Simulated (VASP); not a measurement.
# AlNi (Pm-3m) in VASP: a series of runs, part 2 of 2

VASP 6.6.1.

### 4 Single point, PBE+D4, collinear spin, ferromagnetic start

This run uses another cell than the first one, of 11.70 Å³/atom, 0.979 times its volume.

File INCAR:

```
SYSTEM = AlNi
PREC     = Accurate       ! precision mode
ENCUT    = 520            ! plane-wave cutoff, eV
EDIFF    = 1E-6           ! SCF threshold, eV
ISMEAR   = -1             ! smearing method
SIGMA    = 0.05           ! smearing width, eV
LREAL    = .FALSE.        ! projectors in reciprocal space
LASPH    = .TRUE.         ! aspherical terms in the spheres
NELM     = 150            ! most SCF steps
ALGO     = Normal         ! electronic algorithm
ISIF     = 2              ! what is computed and relaxed
LWAVE    = .FALSE.        ! write WAVECAR
LCHARG   = .TRUE.         ! write CHGCAR
ISPIN    = 2              ! spin polarisation
MAGMOM   = 1 0            ! initial moments
LORBIT   = 11             ! projections on sites
LMAXMIX  = 4              ! l up to which the mixer works
GGA      = PE             ! functional
IVDW     = 13             ! dispersion correction
LELF     = .TRUE.         ! ELF
LVHAR    = .TRUE.       
NBANDS   = 18             ! bands
```

File KPOINTS:

```
regular mesh
0
G
  9 9 9
  0 0 0
```

File POSCAR:

```
AlNi
1.0
    2.8603411549      0.0000000000      0.0000000000
    0.0000000000      2.8603411549      0.0000000000
    0.0000000000      0.0000000000      2.8603411549
Ni Al
1 1
Direct
    0.5000000000      0.5000000000      0.5000000000
    0.0000000000      0.0000000000      0.0000000000
```

Potentials or basis: VASP PAW PBE potentials, release 64 (Ni, Al).

The run is started by

```bash
$ cat potpaw_PBE.64/Ni/POTCAR potpaw_PBE.64/Al/POTCAR > POTCAR
$ mpirun -np 1 vasp_std > vasp.out
```

OUTCAR:

```text
SYSTEM = AlNi
   PREC = Accurate
   ENCUT = 520
   EDIFF = 1E-6
   ISMEAR = -1
   LREAL = .FALSE.
   LASPH = .TRUE.
   NELM = 150
   ISIF = 2
   ISPIN = 2
   LORBIT = 11
   GGA = PE
   IVDW = 13

 ion  position               nearest neighbor table
   1  0.500  0.500  0.500-   2 2.48   2 2.48   2 2.48   2 2.48   2 2.48   2 2.48   2 2.48   2 2.48

   2  0.000  0.000  0.000-   1 2.48   1 2.48   1 2.48   1 2.48   1 2.48   1 2.48   1 2.48   1 2.48

  LATTYP: Found a simple cubic cell.
 ALAT       =     2.8603411549

  Lattice vectors:

 A1 = (   2.8603411549,   0.0000000000,   0.0000000000)
 A2 = (   0.0000000000,   2.8603411549,   0.0000000000)
 A3 = (   0.0000000000,   0.0000000000,   2.8603411549)

Analysis of symmetry for initial positions (statically):
=====================================================================
 Subroutine PRICEL returns:
 Original cell was already a primitive cell.

 Routine SETGRP: Setting up the symmetry group for a
 simple cubic supercell.

 Subroutine GETGRP returns: Found 48 space group operations
 (whereof 48 operations were pure point group operations)
 out of a pool of 48 trial point group operations.

The static configuration has the point symmetry O_h .

Analysis of symmetry for dynamics (positions and initial velocities):
=====================================================================
 Subroutine PRICEL returns:
 Original cell was already a primitive cell.

 Routine SETGRP: Setting up the symmetry group for a
 simple cubic supercell.

 Subroutine GETGRP returns: Found 48 space group operations
 (whereof 48 operations were pure point group operations)
 out of a pool of 48 trial point group operations.

The dynamic configuration has the point symmetry O_h .

Analysis of structural, dynamic, and magnetic symmetry:
=====================================================================
 Subroutine PRICEL returns:
 Original cell was already a primitive cell.

 Routine SETGRP: Setting up the symmetry group for a
 simple cubic supercell.
[... 150 lines left out ...]
  ---------------------------------------------------
  free energy    TOTEN  =       -10.52367620 eV

  energy without entropy =      -10.51727781  energy(sigma->0) =      -10.52047700

 E-fermi :  10.3185     XC(G=0): -12.1531

 val. band max:       10.2527393382   @ k =   0.3333   0.1111   0.0000
 cond. band min:      10.3701069425   @ k =   0.3333   0.1111   0.1111
 fundamental gap:      0.1173676044
 Fermi energy:        10.3185422844

 spin component 1

 k-point     1 :       0.0000    0.0000    0.0000
  band No.  band energies     occupation
      1      -0.9824      1.00000
      2       6.9718      1.00000
      3       6.9718      1.00000
      4       8.7145      1.00000
      5       8.7145      1.00000
      6       8.7145      1.00000
[... 493 lines left out ...]
     17      33.1677      0.00000
     18      37.1082      0.00000

 [... further k-points ...]

 spin component 2

 k-point     1 :       0.0000    0.0000    0.0000
  band No.  band energies     occupation
      1      -0.9825      1.00000
      2       6.9719      1.00000
      3       6.9719      1.00000
      4       8.7145      1.00000
      5       8.7145      1.00000
      6       8.7145      1.00000
[... 493 lines left out ...]
     17      33.1677      0.00000
     18      37.1078      0.00000

 [... further k-points ...]

------------------------ aborting loop because EDIFF is reached ----------------------------------------

  DFT-D4 for vdW energy calculation

  Edisp (eV):   -0.89962

  FORCE on cell =-STRESS in cart. coord.  units (eV):
  Direction    XX          YY          ZZ          XY          YZ          ZX
  --------------------------------------------------------------------------------------
  -------------------------------------------------------------------------------------
  Total      -0.00642    -0.00642    -0.00642     0.00000    -0.00000    -0.00000
  in kB      -0.43949    -0.43949    -0.43949     0.00000    -0.00000    -0.00000
  external pressure =       -0.44 kB  Pullay stress =        0.00 kB

 VOLUME and BASIS-vectors are now :
 -----------------------------------------------------------------------------
  energy-cutoff  :      520.00
  volume of cell :       23.40
      direct lattice vectors                 reciprocal lattice vectors
     2.860341155  0.000000000  0.000000000     0.349608647  0.000000000  0.000000000
     0.000000000  2.860341155  0.000000000     0.000000000  0.349608647  0.000000000
     0.000000000  0.000000000  2.860341155     0.000000000  0.000000000  0.349608647

 POSITION                                       TOTAL-FORCE (eV/Angst)
 -----------------------------------------------------------------------------------
      1.43017      1.43017      1.43017         0.000000      0.000000      0.000000
      0.00000      0.00000      0.00000         0.000000      0.000000      0.000000
 -----------------------------------------------------------------------------------
    total drift:                                0.000000      0.000000     -0.000000

  FREE ENERGIE OF THE ION-ELECTRON SYSTEM (eV)
  ---------------------------------------------------
  free  energy   TOTEN  =       -11.4232981246 eV

  energy  without entropy=      -11.4168997341  energy(sigma->0) =      -11.42009893

 total charge

# of ion       s       p       d       tot
------------------------------------------
    1        0.484   0.537   8.481   9.502
    2        0.386   0.423   0.000   0.809
--------------------------------------------------
tot          0.870   0.960   8.481  10.311

 magnetization (x)

# of ion       s       p       d       tot
------------------------------------------
    1       -0.000  -0.000   0.000   0.000
    2        0.000   0.000   0.000   0.000
--------------------------------------------------
tot          0.000   0.000   0.000   0.000
```

Wall time 19 s (1 thread of Intel Xeon 6975P-C, shared host); peak memory 0.16 GiB.

Results:

```yaml
Free_energy: -11.4233 eV
Pressure: 0.0 GPa
Net_moment: 0.00 μB per cell
Valence_electrons_inside_the_program's_atomic_spheres: Ni 9.50; Al 0.81
Dispersion_energy_per_atom: -0.450 eV
```

Levels at points of the mesh, in eV from the Fermi level:
Spin up:
```csv
k point,band 4,band 5,band 6,band 7,band 8,band 9
"(0.00, 0.00, 0.00)",-1.60,-1.60,-1.60,5.59,5.59,5.59
```
Spin down:
```csv
k point,band 4,band 5,band 6,band 7,band 8,band 9
"(0.00, 0.00, 0.00)",-1.60,-1.60,-1.60,5.59,5.59,5.59
```

Caveat: pairwise dispersion overbinds metals, which lowers pressure and volume.

### 5 Overview

```csv
level,cell,smearing,gap on the mesh (eV),pressure (GPa),moment (μB)
PBE,"a = 2.881 Å, 2 atoms",gaussian 0.011 eV,none,1.8,0.00
PBE,"a = 2.881 Å, 2 atoms",gaussian 0.023 eV,none,1.8,0.00
PBE+D4,"a = 2.860 Å, 2 atoms",fermi-dirac 0.05 eV,none,0.0,0.00
```

Alike in all rows: task single point; potentials or basis VASP PAW PBE potentials, release 64 (Ni, Al); spin collinear, ferromagnetic start; k mesh 9 × 9 × 9; cutoff (eV) 520.

Caveats: pairwise dispersion overbinds metals, which lowers pressure and volume (some runs).

Absolute energies hang on the potentials; compare differences alone.
